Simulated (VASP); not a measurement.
Li, 2 atoms in the cell. The structure is hexagonal, space group P6_3/mmc (No. 194). Conventional cell: a = 3.054 Å, b = 3.054 Å, c = 4.995 Å, α = 90.00°, β = 90.00°, γ = 120.00°. Li (site symmetry -6m2) has 12 Li at 3.05 to 3.06 Å within 4.0 Å. 

| Property | Result |
| --- | --- |
| Program | VASP 6.6.1 |
| Task | single point |
| Functional | PBE |
| Potentials or basis | VASP PAW PBE potentials, release 64 (Li_sv) |
| Cutoff | 520 eV |
| k mesh | 16 × 16 × 9 |
| Occupations | fermi-dirac, width 0.05 eV |
| Spin | no spin polarisation |
| Dipole correction | no |
| Further INCAR settings | ALGO = Normal; EDIFF = 1e-07; NBANDS = 10 |

Potentials or basis: VASP PAW PBE potentials, release 64 (Li_sv).

Run with:

```bash
$ cat potpaw_PBE.64/Li_sv/POTCAR > POTCAR
$ mpirun -np 1 vasp_std > vasp.out
```

Hardware: 1 thread of Intel Xeon 6975P-C (shared host).

Q: Estimate the wall time of this run.

A: Wall time 16 s on 1 thread of Intel Xeon 6975P-C, with other jobs on the host, peak memory 0.18 GiB. Counts: scf iterations 12, k points 150.
